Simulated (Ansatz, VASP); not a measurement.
# Al2Pt: VASP beside Ansatz

Contents of INCAR:

```
SYSTEM = Al2Pt
PREC = Accurate ; ENCUT = 520
EDIFF = 1E-6 ; ISMEAR = 0
SIGMA = 0.15 ; LREAL = .False.
LASPH = .True. ; NELM = 80
ALGO = Fast ; ISIF = 2
LWAVE = .False. ; LCHARG = .False.
GGA = PS ; NBANDS = 34
```

File KPOINTS:

```
regular mesh
0
Gamma
  11 11 4
  0 0 0
```

Contents of POSCAR:

```
Al2Pt
1.0
    2.9482572969     -2.9482572969      0.0000000000
    2.9482572969      0.0000000000     -2.9482572969
    7.3706432422      5.1594502695      5.1594502695
Al Pt
6 3
Direct
    0.5624958333      0.5624958333      0.4166833333
    0.9791625000     -0.0208375000      0.0833500000
    0.1458291667      0.1458291667      0.7500166667
    0.4374958333      0.4374958333      0.9166833333
    0.8541625000     -0.1458375000      0.5833500000
    0.2708291667      0.2708291667      0.2500166667
    0.2083291667      0.2083291667      0.5000166667
    0.6249958333      0.6249958333      0.1666833333
    0.7916625000     -0.2083375000      0.8333500000
```

Input for Ansatz:

```yaml
crystal:
  lattice:
    - [2.9482572969, -2.9482572969, 0.0]
    - [2.9482572969, 0.0, -2.9482572969]
    - [7.3706432422, 5.1594502695, 5.1594502695]
  atoms:
    - { symbol: Al, position: [0.5624958333, 0.5624958333, 0.4166833333] }
    - { symbol: Al, position: [0.9791625, -0.0208375, 0.08335] }
    - { symbol: Al, position: [0.1458291667, 0.1458291667, 0.7500166667] }
    - { symbol: Al, position: [0.4374958333, 0.4374958333, 0.9166833333] }
    - { symbol: Al, position: [0.8541625, -0.1458375, 0.58335] }
    - { symbol: Al, position: [0.2708291667, 0.2708291667, 0.2500166667] }
    - { symbol: Pt, position: [0.2083291667, 0.2083291667, 0.5000166667] }
    - { symbol: Pt, position: [0.6249958333, 0.6249958333, 0.1666833333] }
    - { symbol: Pt, position: [0.7916625, -0.2083375, 0.83335] }
basis:
  ecutwfc: 420
kpoints:
  mp_grid: { grid: [11, 11, 4] }
hamiltonian:
  xc: pbesol
scf:
  occupations: { method: gaussian, width: 0.15 }
output:
  forces: true
  stress: true
  eigenvalues: true
  write_density: true
  write_potential: true
  elf: true
  volumetric_format: npy
```

Alike in both runs: task single point; functional PBEsol; k mesh 11 × 11 × 4; occupations gaussian, width 0.15 eV; no spin polarisation.

|  | VASP | Ansatz |
| --- | --- | --- |
| version | VASP 6.6.1 | Ansatz 0.2.0 |
| potentials or method | VASP PAW PBE potentials, release 64 (Al, Pt), cutoff 520 eV | scalar-relativistic, plane waves, PAW |
| valence electrons in the cell | 48 | 72 |

```tsv
	VASP	Ansatz	Ansatz less VASP
gap on the k mesh at the Fermi level (eV)	none	none	-
pressure (GPa)	-2.0	-1.9	+0.06
traceless stress, the component that is largest in VASP (GPa)	-1.94	-1.93	+0.006
rms of the force components (eV/Å)	0.313	0.313	+0.0004
```

VASP's potentials were made for PBE, not for PBEsol. Atom by atom the forces differ by 0.001 eV/Å (rms over components). A gap of «none» marks a metal or a gap that the smearing closes. VASP's potentials hold 48 valence electrons a cell and Ansatz's 72, so a difference there can come from the potentials and not from the codes.

Spin-orbit coupling is off throughout.
